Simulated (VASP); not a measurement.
# Ni2O (antifluorite type) (Fm-3m) in VASP: notebook, part 2 of 2

VASP 6.6.1.

**5. Single point, PBE**

This run uses another cell than the first one, of 10.76 Å³/atom.

INCAR reads:

```
SYSTEM = Ni2O
PREC     = Accurate       ! precision mode
ENCUT    = 520            ! plane-wave cutoff, eV
EDIFF    = 1E-6           ! SCF threshold, eV
ISMEAR   = -1             ! smearing method
SIGMA    = 0.06122561905347299 ! smearing width, eV
LREAL    = .False.        ! projectors in reciprocal space
LASPH    = .True.         ! aspherical terms in the spheres
NELM     = 80             ! most SCF steps
ALGO     = Normal         ! electronic algorithm
ISIF     = 2              ! what is computed and relaxed
LWAVE    = .False.        ! write WAVECAR
LCHARG   = .False.        ! write CHGCAR
GGA      = PE             ! functional
NBANDS   = 20             ! bands
```

KPOINTS reads:

```
Automatic mesh
0
Gamma
  19 19 19
  0 0 0
```

POSCAR reads:

```
Ni2O
1.0
    0.0000000000      2.5269615820      2.5269615820
    2.5269615820      0.0000000000      2.5269615820
    2.5269615820      2.5269615820      0.0000000000
Ni O
2 1
Direct
    0.2500000000      0.2500000000      0.2500000000
    0.7500000000      0.7500000000      0.7500000000
    0.0000000000      0.0000000000      0.0000000000
```

The run is started by

```sh
$ cat potpaw_PBE.64/Ni/POTCAR potpaw_PBE.64/O/POTCAR > POTCAR
$ mpirun -np 1 vasp_std > vasp.out
```

Run time: 4.6 min. Hardware: 1 thread of Intel Xeon 8259CL, shared host; peak memory 0.26 GiB.

Results (log left out):

* Free energy: -14.9440 eV
* Pressure: -2.9 GPa
* Band gap on the k mesh: zero (bands 13 and 14 overlap by 0.37 eV)

Levels at points of the mesh, in eV from the Fermi level:
```csv
k point,band 9,band 10,band 11,band 12,band 13,band 14,band 15,band 16,band 17,band 18
"(0.00, 0.00, 0.00)",-0.49,-0.49,0.00,0.00,0.00,0.12,0.12,8.11,8.11,8.11
```

Caveat: the run has no spin polarisation, though such a crystal can be magnetic.

**6. Single point, PBE**

This run uses another cell than the first one, of 10.76 Å³/atom.

INCAR reads:

```
ALGO = Normal
EDIFF = 1E-7
ENCUT = 520
GGA = PE
ISIF = 2
ISMEAR = -1
LASPH = T
LCHARG = T
LELF = T
LREAL = F
LVHAR = T
LWAVE = F
NBANDS = 20
NELM = 60
PREC = Accurate
SIGMA = 0.06122561905347299
```

KPOINTS reads:

```
k-points
0
Gamma
  19 19 19
```

POSCAR is that of step 5.

Potentials or basis: VASP PAW PBE potentials, release 64 (Ni, O).

The run is started by

```sh
$ cat potpaw_PBE.64/Ni/POTCAR potpaw_PBE.64/O/POTCAR > POTCAR
$ mpirun -np 1 vasp_std > vasp.out
```

OUTCAR:

```text
EDIFF = 1E-7
   ENCUT = 520
   GGA = PE
   ISIF = 2
   ISMEAR = -1
   LASPH = T
   LREAL = F
   NELM = 60
   PREC = Accurate

 ion  position               nearest neighbor table
   1  0.250  0.250  0.250-   3 2.19   3 2.19   3 2.19   3 2.19   2 2.53   2 2.53   2 2.53   2 2.53
                             2 2.53   2 2.53
   2  0.750  0.750  0.750-   3 2.19   3 2.19   3 2.19   3 2.19   1 2.53   1 2.53   1 2.53   1 2.53
                             1 2.53   1 2.53
   3  0.000  0.000  0.000-   2 2.19   2 2.19   2 2.19   1 2.19   2 2.19   1 2.19   1 2.19   1 2.19

  LATTYP: Found a face centered cubic cell.
 ALAT       =     5.0539231640

  Lattice vectors:

 A1 = (   0.0000000000,   2.5269615820,   2.5269615820)
 A2 = (   2.5269615820,   0.0000000000,   2.5269615820)
 A3 = (   2.5269615820,   2.5269615820,   0.0000000000)

Analysis of symmetry for initial positions (statically):
=====================================================================
 Subroutine PRICEL returns:
 Original cell was already a primitive cell.

 Routine SETGRP: Setting up the symmetry group for a
 face centered cubic supercell.

 Subroutine GETGRP returns: Found 48 space group operations
 (whereof 48 operations were pure point group operations)
 out of a pool of 48 trial point group operations.

The static configuration has the point symmetry O_h .

Analysis of symmetry for dynamics (positions and initial velocities):
=====================================================================
 Subroutine PRICEL returns:
 Original cell was already a primitive cell.

 Routine SETGRP: Setting up the symmetry group for a
 face centered cubic supercell.

 Subroutine GETGRP returns: Found 48 space group operations
 (whereof 48 operations were pure point group operations)
 out of a pool of 48 trial point group operations.

[... 115 lines left out ...]
   EMIN   =  10.00;   EMAX   =-10.00  energy-range for DOS
   EFERMI =   0.00;   METHOD = LEGACY
   ISMEAR =    -1;   SIGMA  =   0.06  broadening in eV -4-tet -1-fermi 0-gaus
   EFERMI_NEDOS =   21; number of points for ismear=-14 and -15
   IALGO  =     38    algorithm
   IMIX   =      4    mixing-type and parameters
     AMIX     =   0.40;   BMIX     =  1.00
     AMIX_MAG =   1.60;   BMIX_MAG =  1.00
  volume/ion in A,a.u.               =      10.76        72.59
  Fermi-wavevector in a.u.,A,eV,Ry     =   1.523318  2.878654 31.572298  2.320498
  Thomas-Fermi vector in A             =   2.631778
   LORBIT       =      0    0 simple, 1 ext, 2 COOP (PROOUT), +10 PAW based schemes
   GGA     = PE    functional components
   LHFCALC =     F    Hartree Fock is set to
   AEXX    =    0.0000 exact exchange contribution
   IVDW    =     0    specifies the selected vdW correction
   LEPSILON=     F    determine dielectric tensor
   LRPA    =     F    only Hartree local field effects (RPA)
 non-spin polarized calculation
  energy-cutoff  :      520.00
  volume of cell :       32.27
 maximum number of plane-waves:       893
   NGX = 13   NGY = 13   NGZ = 13

 number of electron      25.9999973 magnetization

 Free energy of the ion-electron system (eV)
  ---------------------------------------------------
  ext. energy  EPLUGINS =         0.00000000
  ---------------------------------------------------
  free energy    TOTEN  =       -14.94403273 eV

  energy without entropy =      -14.83600497  energy(sigma->0) =      -14.89001885

 E-fermi :   7.5639     XC(G=0): -12.2502

 val. band max:        7.5637872146   @ k =  -0.1053   0.0526   0.0000
 cond. band min:       7.5647248728   @ k =  -0.3684   0.4737   0.1053
 fundamental gap:      0.0009376582
 Fermi energy:         7.5638947591

 k-point     1 :       0.0000    0.0000    0.0000
  band No.  band energies     occupation
      1     -12.4223      2.00000
      2       1.4419      2.00000
      3       1.4419      2.00000
      4       1.4419      2.00000
      5       4.1623      2.00000
      6       4.6048      2.00000
[... 541 lines left out ...]
     19      20.3365      0.00000
     20      20.7301      0.00000

 [... further k-points ...]

------------------------ aborting loop because EDIFF is reached ----------------------------------------

  FORCE on cell =-STRESS in cart. coord.  units (eV):
  Direction    XX          YY          ZZ          XY          YZ          ZX
  --------------------------------------------------------------------------------------
  -------------------------------------------------------------------------------------
  Total       -0.5838010     -0.5838010     -0.5838010     -0.0000000     -0.0000000      0.0000000
  in kB      -28.9834135    -28.9834135    -28.9834135     -0.0000000     -0.0000000      0.0000000
  external PRESSURE =     -28.9834135 kB  Pullay stress =       0.0000000 kB

 VOLUME and BASIS-vectors are now :
 -----------------------------------------------------------------------------
  energy-cutoff  :      520.00
  volume of cell :       32.27
      direct lattice vectors                 reciprocal lattice vectors
     0.000000000  2.526961582  2.526961582    -0.197866087  0.197866087  0.197866087
     2.526961582  0.000000000  2.526961582     0.197866087 -0.197866087  0.197866087
     2.526961582  2.526961582  0.000000000     0.197866087  0.197866087 -0.197866087

 POSITION                                       TOTAL-FORCE (eV/Angst)
 -----------------------------------------------------------------------------------
      1.26348      1.26348      1.26348         0.000000     -0.000000      0.000000
      3.79044      3.79044      3.79044        -0.000000      0.000000     -0.000000
      0.00000      0.00000      0.00000        -0.000000     -0.000000     -0.000000
 -----------------------------------------------------------------------------------
    total drift:                                0.000000      0.000000      0.000000

  FREE ENERGIE OF THE ION-ELECTRON SYSTEM (eV)
  ---------------------------------------------------
  free  energy   TOTEN  =       -14.9440327337 eV

  energy  without entropy=      -14.8360049681  energy(sigma->0) =      -14.89001885
```

OSZICAR:

```text
N       E                     dE             d eps       ncg     rms          rms(c)
DAV:   1     0.155109470556E+03    0.15511E+03   -0.12452E+04  8904   0.174E+03
DAV:   2    -0.513084809842E+01   -0.16024E+03   -0.15066E+03  9044   0.306E+02
DAV:   3    -0.172433340406E+02   -0.12112E+02   -0.11627E+02  9536   0.950E+01
DAV:   4    -0.174619289840E+02   -0.21859E+00   -0.21782E+00  9612   0.127E+01
DAV:   5    -0.174661858595E+02   -0.42569E-02   -0.42566E-02 10312   0.182E+00    0.139E+01
DAV:   6    -0.196302034178E+02   -0.21640E+01   -0.30270E+01 11004   0.894E+01    0.219E+01
DAV:   7    -0.149364862827E+02    0.46937E+01   -0.17488E+01 10616   0.652E+01    0.396E+00
DAV:   8    -0.149506216692E+02   -0.14135E-01   -0.76623E-01  9148   0.724E+00    0.162E+00
DAV:   9    -0.149453471886E+02    0.52745E-02   -0.30867E-02 11720   0.150E+00    0.474E-01
DAV:  10    -0.149450928090E+02    0.25438E-03   -0.10204E-02 12884   0.977E-01    0.290E-01
DAV:  11    -0.149440776729E+02    0.10151E-02   -0.15682E-03 11756   0.418E-01    0.986E-02
DAV:  12    -0.149440517563E+02    0.25917E-04   -0.50079E-04  9536   0.189E-01    0.368E-02
DAV:  13    -0.149440346725E+02    0.17084E-04   -0.52313E-05 13516   0.964E-02    0.129E-02
DAV:  14    -0.149440333242E+02    0.13483E-05   -0.52172E-06  9424   0.194E-02    0.614E-03
DAV:  15    -0.149440327281E+02    0.59615E-06   -0.22459E-06  9460   0.122E-02    0.195E-03
DAV:  16    -0.149440327337E+02   -0.56298E-08   -0.86324E-08  4908   0.265E-03
   1 F= -.14944033E+02 E0= -.14890019E+02  d E =-.108028E+00
```

It took 4.9 min on 1 thread of Intel Xeon 8259CL, shared host; peak memory 0.26 GiB.

What came out:

```
Free energy            : -14.9440 eV
Pressure               : -2.9 GPa
Band gap on the k mesh : zero (bands 13 and 14 overlap by 0.37 eV)
```

Caveat: the run has no spin polarisation, though such a crystal can be magnetic. With open d or f shells a metallic result of PBE can be an artefact of self-interaction; +U or a hybrid may open a gap.

**7. Summary**

| cell | gap on the mesh (eV) | pressure (GPa) |
| --- | --- | --- |
| a = 3.526 Å, angles 60.0°, 3 atoms | none | 3.3 |
| a = 3.550 Å, angles 60.0°, 3 atoms | none | 0.0 |
| a = 3.574 Å, angles 60.0°, 3 atoms | none | -2.9 |

Alike in all rows: task single point; level PBE; potentials or basis VASP PAW PBE potentials, release 64 (Ni, O); no spin polarisation; k mesh 19 × 19 × 19; cutoff (eV) 520; smearing fermi-dirac 0.0612256 eV.

Caveats: the run has no spin polarisation, though such a crystal can be magnetic; the cell stands under pressure (at least some runs).

Total energies depend on the potentials used, so only differences within one code and one set of settings carry meaning.
